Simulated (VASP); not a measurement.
# Si in VASP: single point with PBE

Aim: the single point of Si with PBE.

Program: VASP 6.6.1. These are calculated values, not measurements. Logs are shortened: lines on timing, memory, paths and dates and some standing lists are left out, and cuts for length are marked.

**1. The cell of the first run**

The cell holds a slab with vacuum, 8 atoms: a = 3.831 Å, b = 3.831 Å, c = 28.297 Å, α = 90.00°, β = 90.00°, γ = 120.00°.

**2. Single point, PBE**

Input file INCAR:

```
PREC     = Accurate       # precision mode
ENCUT    = 520            # plane-wave cutoff, eV
EDIFF    = 1E-6           # SCF threshold, eV
ISMEAR   = 0              # smearing method
SIGMA    = 0.1            # smearing width, eV
LREAL    = False          # projectors in reciprocal space
LASPH    = True           # aspherical terms in the spheres
NELM     = 80             # most SCF steps
ALGO     = Normal         # electronic algorithm
ISIF     = 2              # what is computed and relaxed
LWAVE    = False          # write WAVECAR
LCHARG   = False          # write CHGCAR
LDIPOL   = True         
IDIPOL   = 3            
DIPOL    = 0.5 0.5 0.500
GGA      = PE             # functional
NBANDS   = 26             # bands
```

Input file KPOINTS:

```
Automatic mesh
0
Gamma
  9 9 1
```

Input file POSCAR:

```
Si
1.0
    3.8313174598      0.0000000000      0.0000000000
   -1.9156587299      3.3180182502      0.0000000000
    0.0000000000      0.0000000000     28.2969634412
Si
8
Direct
    0.6666666667      0.3333333333      0.3180553284
    0.3333333333      0.6666666667      0.3462573186
    0.3333333333      0.6666666667      0.4299511094
    0.6666666667      0.3333333333      0.4581530996
    0.6666666667      0.3333333333      0.5421037447
    0.3333333333      0.6666666667      0.5701103423
    0.3333333333      0.6666666667      0.6557747974
    0.6666666667      0.3333333333      0.6800135963
```

Potentials or basis: VASP PAW PBE potentials, release 64 (Si).

The run is started by

```console
> cat potpaw_PBE.64/Si/POTCAR > POTCAR
> mpirun -np 1 vasp_std > vasp.out
```

OUTCAR:

```text
PREC = Accurate
   ENCUT = 520
   EDIFF = 1E-6
   ISMEAR = 0
   LREAL = False
   LASPH = True
   NELM = 80
   ISIF = 2
   GGA = PE

 ion  position               nearest neighbor table
   1  0.667  0.333  0.318-   2 2.35   2 2.35   2 2.35
   2  0.333  0.667  0.346-   1 2.35   1 2.35   1 2.35   3 2.37
   3  0.333  0.667  0.430-   4 2.35   4 2.35   4 2.35   2 2.37
   4  0.667  0.333  0.458-   3 2.35   3 2.35   3 2.35   5 2.38
   5  0.667  0.333  0.542-   6 2.35   6 2.35   6 2.35   4 2.38
   6  0.333  0.667  0.570-   5 2.35   5 2.35   5 2.35   7 2.42
   7  0.333  0.667  0.656-   8 2.32   8 2.32   8 2.32   6 2.42
   8  0.667  0.333  0.680-   7 2.32   7 2.32   7 2.32

  LATTYP: Found a hexagonal cell.
 ALAT       =     3.8313174598
 C/A-ratio  =     7.3857005425

  Lattice vectors:

 A1 = (   3.8313174598,   0.0000000000,   0.0000000000)
 A2 = (  -1.9156587299,   3.3180182502,   0.0000000000)
 A3 = (   0.0000000000,   0.0000000000,  28.2969634412)

Analysis of symmetry for initial positions (statically):
=====================================================================
 Subroutine PRICEL returns:
 Original cell was already a primitive cell.

 Routine SETGRP: Setting up the symmetry group for a
 hexagonal supercell.

 Subroutine GETGRP returns: Found  6 space group operations
 (whereof  6 operations were pure point group operations)
 out of a pool of 24 trial point group operations.

The static configuration has the point symmetry C_3v.

Analysis of symmetry for dynamics (positions and initial velocities):
=====================================================================
 Subroutine PRICEL returns:
 Original cell was already a primitive cell.

 Routine SETGRP: Setting up the symmetry group for a
 hexagonal supercell.

 Subroutine GETGRP returns: Found  6 space group operations
 (whereof  6 operations were pure point group operations)
 out of a pool of 24 trial point group operations.

The dynamic configuration has the point symmetry C_3v.

 Subroutine INISYM returns: Found  6 space group operations
 (whereof  6 operations are pure point group operations),
 and found     1 'primitive' translations

----------------------------------------------------------------------------------------

                                     Primitive cell

  volume of cell :     359.7218

  direct lattice vectors                    reciprocal lattice vectors
     3.831317460  0.000000000  0.000000000     0.261006823  0.150692360  0.000000000
    -1.915658730  3.318018250  0.000000000     0.000000000  0.301384720  0.000000000
     0.000000000  0.000000000 28.296963441     0.000000000  0.000000000  0.035339481

  length of vectors
     3.831317460  3.831317460 28.296963441     0.301384720  0.301384720  0.035339481

  position of ions in fractional coordinates (direct lattice)
     0.666666667  0.333333333  0.318055328
     0.333333333  0.666666667  0.346257319
     0.333333333  0.666666667  0.429951109
     0.666666667  0.333333333  0.458153100
     0.666666667  0.333333333  0.542103745
     0.333333333  0.666666667  0.570110342
     0.333333333  0.666666667  0.655774797
     0.666666667  0.333333333  0.680013596

  ion indices of the primitive-cell ions
   primitive index   ion index
                 1           1
                 2           2
                 3           3
                 4           4
                 5           5
                 6           6
                 7           7
                 8           8

----------------------------------------------------------------------------------------

 KPOINTS: Automatic mesh

Automatic generation of k-mesh.
 Grid dimensions read from file:
 generate k-points for:    9    9    1

 Generating k-lattice:

  Cartesian coordinates                     Fractional coordinates (reciprocal lattice)
     0.029000758  0.016743596  0.000000000     0.111111111 -0.000000000  0.000000000
     0.000000000  0.033487191  0.000000000     0.000000000  0.111111111  0.000000000
     0.000000000  0.000000000  0.035339481     0.000000000  0.000000000  1.000000000

  Length of vectors
     0.033487191  0.033487191  0.035339481

  Shift w.r.t. Gamma in fractional coordinates (k-lattice)
     0.000000000  0.000000000  0.000000000

 Subroutine IBZKPT returns following result:
 ===========================================

 Found     12 irreducible k-points:

 Following reciprocal coordinates:
            Coordinates               Weight
  0.000000  0.000000  0.000000      1.000000
  0.111111 -0.000000  0.000000      6.000000
  0.222222 -0.000000  0.000000      6.000000
  0.333333  0.000000  0.000000      6.000000
  0.444444 -0.000000  0.000000      6.000000
  0.111111  0.111111  0.000000      6.000000
  0.222222  0.111111  0.000000     12.000000
  0.333333  0.111111  0.000000     12.000000
  0.444444  0.111111  0.000000      6.000000
  0.222222  0.222222  0.000000      6.000000
  0.333333  0.222222  0.000000     12.000000
  0.333333  0.333333  0.000000      2.000000
   k-points           NKPTS =     12   k-points in BZ     NKDIM =     12   number of bands    NBANDS=     26
   number of dos      NEDOS =    301   number of ions     NIONS =      8
   total plane-waves  NPLWV = 164640
   dimension x,y,z NGX =    28 NGY =   28 NGZ =  210
   dimension x,y,z NGXF=    56 NGYF=   56 NGZF=  420
   ions per type =               8
   NGX,Y,Z   is equivalent  to a cutoff of  12.15, 12.15, 12.34 a.u.
   NGXF,Y,Z  is equivalent  to a cutoff of  24.30, 24.30, 24.68 a.u.
 SYSTEM =  unknown system
   PREC   = accura    normal or accurate (medium, high low for compatibility)
   ISTART =      0    job   : 0-new  1-cont  2-samecut
   ICHARG =      2    charge: 1-file 2-atom 10-const
   ISPIN  =      1    spin polarized calculation?
   LNONCOLLINEAR =      F non collinear calculations
   LSORBIT =      F    spin-orbit coupling
   LASPH  =      T    aspherical Exc in radial PAW
   ENCUT  =  520.0 eV  38.22 Ry    6.18 a.u.   7.12  7.12 52.61*2*pi/ulx,y,z
   NELM   =     80;   NELMIN=  2; NELMDL= -5     # of ELM steps
   EDIFF  = 0.1E-05   stopping-criterion for ELM
   LREAL  =      F    real-space projection
   EDIFFG = 0.1E-04   stopping-criterion for IOM
   NSW    =      0    number of steps for IOM
   IBRION =     -1    ionic relax: 0-MD 1-quasi-New 2-CG
   NFREE  =      0    steps in history (QN), initial steepest desc. (CG)
   ISIF   =      2    stress and relaxation
   ISYM   =      2    0-nonsym 1-usesym 2-fastsym
   POTIM  = 0.5000    time-step for ionic-motion
   TEBEG  =    0.0;   TEEND  =   0.0 temperature during run
   PSTRESS=    0.0 pullay stress
   NELECT =      32.0000    total number of electrons
   NUPDOWN=      -1.0000    fix difference up-down
   EMIN   =  10.00;   EMAX   =-10.00  energy-range for DOS
   EFERMI =   0.00;   METHOD = LEGACY
   ISMEAR =     0;   SIGMA  =   0.10  broadening in eV -4-tet -1-fermi 0-gaus
   EFERMI_NEDOS =   21; number of points for ismear=-14 and -15
   IALGO  =     38    algorithm
   IMIX   =      4    mixing-type and parameters
     AMIX     =   0.40;   BMIX     =  1.00
     AMIX_MAG =   1.60;   BMIX_MAG =  1.00
  volume/ion in A,a.u.               =      44.97       303.44
  Fermi-wavevector in a.u.,A,eV,Ry     =   0.730807  1.381025  7.266580  0.534079
  Thomas-Fermi vector in A             =   1.822868
   LORBIT       =      0    0 simple, 1 ext, 2 COOP (PROOUT), +10 PAW based schemes
   GGA     = PE    functional components
   LHFCALC =     F    Hartree Fock is set to
   AEXX    =    0.0000 exact exchange contribution
   IVDW    =     0    specifies the selected vdW correction
   LEPSILON=     F    determine dielectric tensor
   LRPA    =     F    only Hartree local field effects (RPA)
 non-spin polarized calculation
 Gauss-broadening in eV      SIGMA  =   0.10
  energy-cutoff  :      520.00
  volume of cell :      359.72
 maximum number of plane-waves:      9729
   NGX = 15   NGY = 15   NGZ =105

 dipolmoment           0.000000      0.000000      0.008863 electrons x Angstroem

 number of electron      31.9999996 magnetization

 dipolmoment           0.000000      0.000000     -0.008002 electrons x Angstroem

 Free energy of the ion-electron system (eV)
  ---------------------------------------------------
  ext. energy  EPLUGINS =         0.00000000
  ---------------------------------------------------
  free energy    TOTEN  =       -40.71517741 eV

  energy without entropy =      -40.68812904  energy(sigma->0) =      -40.70165323

 E-fermi :  -0.0719     XC(G=0):  -4.8069

 val. band max:       -0.1235314526   @ k =   0.1111  -0.0000   0.0000
 cond. band min:      -0.0290357435   @ k =   0.3333   0.2222   0.0000
 fundamental gap:      0.0944957091
 Fermi energy:        -0.0719052850

 k-point     1 :       0.0000    0.0000    0.0000
  band No.  band energies     occupation
      1     -11.8629      2.00000
      2     -11.3455      2.00000
      3     -10.6241      2.00000
      4      -9.9682      2.00000
      5      -6.3090      2.00000
      6      -4.7075      2.00000
[... 18 lines left out ...]
     25       3.2801      0.00000
     26       3.6518      0.00000

 k-point     2 :       0.1111   -0.0000    0.0000
  band No.  band energies     occupation
      1     -11.7194      2.00000
      2     -11.2022      2.00000
      3     -10.4802      2.00000
      4      -9.8219      2.00000
      5      -6.2399      2.00000
      6      -4.6631      2.00000
[... 18 lines left out ...]
     25       3.6028      0.00000
[... 260 lines left out ...]
     25       4.6194      0.00000
     26       5.1634      0.00000

 k-point    12 :       0.3333    0.3333    0.0000
  band No.  band energies     occupation
      1      -8.7743      2.00000
      2      -8.7649      2.00000
      3      -8.5929      2.00000
      4      -7.5971      2.00000
      5      -7.2730      2.00000
      6      -7.0150      2.00000
[... 18 lines left out ...]
     25       5.9638      0.00000
     26       5.9733      0.00000

------------------------ aborting loop because EDIFF is reached ----------------------------------------

 vacuum level on the upper side and lower side of the slab       (xc-potential included)        -0.319        -0.095

  FORCE on cell =-STRESS in cart. coord.  units (eV):
  Direction    XX          YY          ZZ          XY          YZ          ZX
  --------------------------------------------------------------------------------------
  -------------------------------------------------------------------------------------
  Total        1.5865486      1.5865486      0.2889590      0.0000000      0.0000000      0.0000000
  in kB        7.0663837      7.0663837      1.2870047      0.0000000      0.0000000      0.0000000
  external PRESSURE =       5.1399240 kB  Pullay stress =       0.0000000 kB

 VOLUME and BASIS-vectors are now :
 -----------------------------------------------------------------------------
  energy-cutoff  :      520.00
  volume of cell :      359.72
      direct lattice vectors                 reciprocal lattice vectors
     3.831317460  0.000000000  0.000000000     0.261006823  0.150692360  0.000000000
    -1.915658730  3.318018250  0.000000000     0.000000000  0.301384720  0.000000000
     0.000000000  0.000000000 28.296963441     0.000000000  0.000000000  0.035339481

 POSITION                                       TOTAL-FORCE (eV/Angst)
 -----------------------------------------------------------------------------------
      1.91566      1.10601      9.00000         0.000000      0.000000      0.462292
     -0.00000      2.21201      9.79803        -0.000000      0.000000     -0.723538
     -0.00000      2.21201     12.16631         0.000000      0.000000      0.229123
      1.91566      1.10601     12.96434        -0.000000     -0.000000      0.015584
      1.91566      1.10601     15.33989        -0.000000      0.000000     -0.002940
     -0.00000      2.21201     16.13239         0.000000      0.000000      0.026793
     -0.00000      2.21201     18.55644        -0.000000      0.000000     -0.000088
      1.91566      1.10601     19.24232        -0.000000      0.000000     -0.007226
 -----------------------------------------------------------------------------------
    total drift:                                0.000000     -0.000000      0.001662

  FREE ENERGIE OF THE ION-ELECTRON SYSTEM (eV)
  ---------------------------------------------------
  free  energy   TOTEN  =       -40.7151774145 eV

  energy  without entropy=      -40.6881290361  energy(sigma->0) =      -40.70165323

 vacuum level on the upper side and lower side of the slab         4.388         4.613
```

It took 1.7 min on 1 thread of Intel Xeon 6975P-C (Granite Rapids), shared host; peak memory 0.43 GiB.

What came out:

```
Free energy            : -40.7152 eV
Largest force          : 0.724 eV/Å
Band gap on the k mesh : zero (band 16 reaches 0.05 eV, above the bottom of band 17 at -0.24 eV)
```

Forces in eV/Å, atoms in the order of the input:
```
Si   0.000  0.000  0.462
Si   0.000  0.000 -0.724
Si   0.000  0.000  0.229
Si   0.000  0.000  0.016
Si   0.000  0.000 -0.003
Si   0.000  0.000  0.027
Si   0.000  0.000  0.000
Si   0.000  0.000 -0.007
```
